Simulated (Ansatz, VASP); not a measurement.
## Co: VASP beside Ansatz

File INCAR:

```
SYSTEM = Co
PREC = Accurate
ENCUT = 520
EDIFF = 1E-6
ISMEAR = -1
SIGMA = 0.05
LREAL = .False.
LASPH = .True.
NELM = 60
ALGO = Normal
ISIF = 2
LWAVE = .False.
LCHARG = .True.
LDIPOL = .True.
IDIPOL = 3
DIPOL = 0.5 0.5 0.500
GGA = PE
LELF = .True.
LVHAR = .True.
LVACPOTAV = .True.
NBANDS = 40
```

KPOINTS

```
regular mesh
0
Gamma
  10 10 1
  0 0 0
```

POSCAR

```
Co
1.0
    2.5395032940      0.0000000000      0.0000000000
    0.0000000000      2.5395032940      0.0000000000
    0.0000000000      0.0000000000     25.7742000000
Co
7
Direct
    0.5000000000      0.5000000000      0.2909886631
    0.0000000000      0.0000000000      0.3606591087
    0.5000000000      0.5000000000      0.4303295544
    0.0000000000      0.0000000000      0.5000000000
    0.5000000000      0.5000000000      0.5696704456
    0.0000000000      0.0000000000      0.6393408913
    0.5000000000      0.5000000000      0.7090113369
```

The input input.yaml:

```yaml
crystal:
  lattice:
    - [2.539503294, 0.0, 0.0]
    - [0.0, 2.539503294, 0.0]
    - [0.0, 0.0, 25.7742]
  atoms:
    - { symbol: Co, position: [0.5, 0.5, 0.2909886631] }
    - { symbol: Co, position: [0.0, 0.0, 0.3606591087] }
    - { symbol: Co, position: [0.5, 0.5, 0.4303295544] }
    - { symbol: Co, position: [0.0, 0.0, 0.5] }
    - { symbol: Co, position: [0.5, 0.5, 0.5696704456] }
    - { symbol: Co, position: [0.0, 0.0, 0.6393408913] }
    - { symbol: Co, position: [0.5, 0.5, 0.7090113369] }
hamiltonian:
  xc: pbe
  pseudopotentials: { kind: paw }
kpoints:
  mp_grid: { grid: [10, 10, 1] }
scf:
  occupations: { method: fermi_dirac, width: 0.05 }
output:
  forces: true
  eigenvalues: true
efield:
  axis: 3
  dipole_correction: true
  ramp_width: 0.04
```

Alike in both runs: task single point; functional PBE; k mesh 10 × 10 × 1; occupations fermi-dirac, width 0.05 eV; no spin polarisation.

|  | VASP | Ansatz |
| --- | --- | --- |
| version | VASP 6.6.1 | Ansatz 0.2.0 |
| potentials or method | VASP PAW PBE potentials, release 64 (Co) | Ansatz PAW |
| plane-wave cutoff (eV) | 520 | 420 |
| valence electrons in the cell | 63 | 119 |

Ansatz gave:

- gap on the k mesh at the Fermi level (eV): none
- rms of the force components (eV/Å): 0.436
- work function, face that differs most (eV): 4.95

What did VASP give for the same quantities?

gap on the k mesh at the Fermi level (eV): none; rms of the force components (eV/Å): 0.433; work function, face that differs most (eV): 4.92.

Atom by atom the forces differ by 0.004 eV/Å (rms over components). A gap of «none» marks a metal or a gap that the smearing closes. VASP's potentials hold 63 valence electrons a cell and Ansatz's 119, so a difference there can come from the potentials and not from the codes.
